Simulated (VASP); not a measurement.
A run of VASP 6.6.1 is set up as follows.

File INCAR:

```
SYSTEM = Si
  ALGO = Normal
  EDIFF = 1E-6
  ENCUT = 520
  GGA = PE
  ISIF = 2
  ISMEAR = 0
  LASPH = .True.
  LCHARG = .False.
  LREAL = .False.
  LWAVE = .False.
  NBANDS = 26
  NELM = 60
  PREC = Accurate
  SIGMA = 0.05
```

Contents of KPOINTS:

```
k-points
0
Gamma
  10 10 4
  0 0 0
```

POSCAR

```
Si
1.0
    0.0000000000      0.0000000000      3.8608359371
    3.3455832253     -3.3455832253     -1.9304179686
    6.6911664507      6.6911664507      0.0000000000
Si
8
Direct
   -0.0290510844      0.0000000000      0.1786105076
    0.4749695323      0.0000000000      0.6786105076
    0.4749695323      0.0000000000      0.3213894924
   -0.0290510844      0.0000000000      0.8213894924
    0.8263625086      0.6427789847      0.0000000000
    0.3704980282      0.6427789847      0.5000000000
    0.1835835239      0.3572210153      0.0000000000
    0.7277190435      0.3572210153      0.5000000000
```

Potentials or basis: VASP PAW PBE potentials, release 64 (Si).

Launch:

```sh
$ cat potpaw_PBE.64/Si/POTCAR > POTCAR
$ mpirun -np 1 vasp_std > vasp.out
```

Q: Predict the band gap on the k mesh.

A: 0.25 eV.

Q: What does it give for the pressure?

A: -0.5 GPa.

Q: Estimate the largest force.

A: 0.432 eV/Å.

Stress tensor (GPa, compression positive):
```
-0.54  0.02  0.00
 0.02 -0.54  0.00
 0.00  0.00 -0.28
```

Caveat: the cell differs from its parent crystal (atoms displaced along several vibrational modes). A k mesh can miss the band edges.
